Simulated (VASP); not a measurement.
Ir: single point with r2SCAN

The system is Ir.

```
Ir
1.0
     0.00000    1.92285    1.92285
     1.92285    0.00000    1.92285
     1.92285    1.92285    0.00000
Ir
1
Direct
  0.00000 0.00000 0.00000
```

```json
{
 "Program": "VASP 6.6.1",
 "Task": "single point",
 "Functional": "r2SCAN",
 "Potentials or basis": "VASP PAW PBE potentials, release 64 (Ir)",
 "Cutoff": "520 eV",
 "k mesh": "14 × 14 × 14",
 "Occupations": "gaussian, width 0.3 eV",
 "Spin": "no spin polarisation",
 "Dipole correction": "no",
 "Further INCAR settings": "ALGO = Normal; EDIFF = 1e-06; NBANDS = 10"
}
```

```
Pressure : 2.5 GPa
```

Levels at points of the mesh, in eV from the Fermi level:
| k point | band 1 | band 2 | band 3 | band 4 | band 5 | band 6 | band 7 | band 8 |
| --- | --- | --- | --- | --- | --- | --- | --- | --- |
| (0.00, 0.00, 0.00) | -11.42 | -3.91 | -3.91 | -3.91 | -1.22 | -1.22 | 15.17 | 21.00 |
| (0.50, 0.00, 0.00) | -8.31 | -4.07 | -4.07 | -0.64 | 0.98 | 0.98 | 7.67 | 14.79 |
| (0.50, 0.50, 0.00) | -8.10 | -7.52 | 0.89 | 1.61 | 1.61 | 1.84 | 11.06 | 12.36 |

Wall time 25 s on 1 thread of Intel(R) Xeon(R) 6975P-C (Granite Rapids), on a shared host, peak memory 0.14 GiB.

Caveat: the PAW data sets were made with another functional, which shifts forces and pressure a little; spin-orbit coupling is left out, which moves the levels of the heavy elements.
